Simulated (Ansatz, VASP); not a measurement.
# Os in VASP and in Ansatz

File INCAR:

```
SYSTEM = Os
ALGO = Normal
EDIFF = 1E-6
ENCUT = 520
GGA = PS
ISIF = 2
ISMEAR = -1
LASPH = .TRUE.
LCHARG = .FALSE.
LREAL = .FALSE.
LWAVE = .FALSE.
NBANDS = 15
NELM = 100
PREC = Accurate
SIGMA = 0.08
```

KPOINTS

```
k-points
0
G
  17 17 10
  0 0 0
```

File POSCAR:

```
Os
1.0
    2.7614409753      0.0000000000      0.0000000000
   -1.3807204877      2.3914780356      0.0000000000
    0.0000000000      0.0000000000      4.3197000000
Os
2
Direct
    0.3333333333      0.6666666667      0.2500000000
    0.6666666667      0.3333333333      0.7500000000
```

Input for Ansatz:

```yaml
crystal:
  lattice:
    - [2.7614409753, 0.0, 0.0]
    - [-1.3807204877, 2.3914780356, 0.0]
    - [0.0, 0.0, 4.3197]
  atoms:
    - { symbol: Os, position: [0.3333333333, 0.6666666667, 0.25] }
    - { symbol: Os, position: [0.6666666667, 0.3333333333, 0.75] }
kpoints:
  mp_grid: { grid: [17, 17, 10] }
  band_path:
    path:
      - [0.0, 0.0, 0.0]
      - [0.5, 0.0, 0.0]
      - [0.3333333333, 0.3333333333, 0.0]
      - [0.0, 0.0, 0.0]
      - [0.0, 0.0, 0.5]
      - [0.5, 0.0, 0.5]
      - [0.3333333333, 0.3333333333, 0.5]
      - [0.0, 0.0, 0.5]
      - [0.5, 0.0, 0.5]
    npoints: 5
scf:
  occupations: { method: fermi_dirac, width: 0.08 }
hamiltonian:
  xc: pbesol
  pseudopotentials: { kind: all_electron, lapw: { basis_error: 0.001 } }
output:
  forces: true
  stress: true
  eigenvalues: true
```

Change from the starting cell: equal xx and yy strain of +1 %.

Alike in both runs: task single point; functional PBEsol; k mesh 17 × 17 × 10; occupations fermi-dirac, width 0.08 eV; no spin polarisation.

|  | VASP | Ansatz |
| --- | --- | --- |
| version | VASP 6.6.1 | Ansatz 0.2.0 |
| potentials or method | VASP PAW PBE potentials, release 64 (Os), cutoff 520 eV | all-electron LAPW, scalar-relativistic |

```csv
,VASP,Ansatz,Ansatz less VASP
pressure (GPa),-10.3,-10.4,-0.15
"traceless stress, the component that is largest in VASP (GPa)",2.88,2.95,+0.073
```

VASP's potentials were made for PBE, not for PBEsol. Ansatz ran all-electron here, and VASP with PAW potentials.

Neither program's run includes spin-orbit coupling.
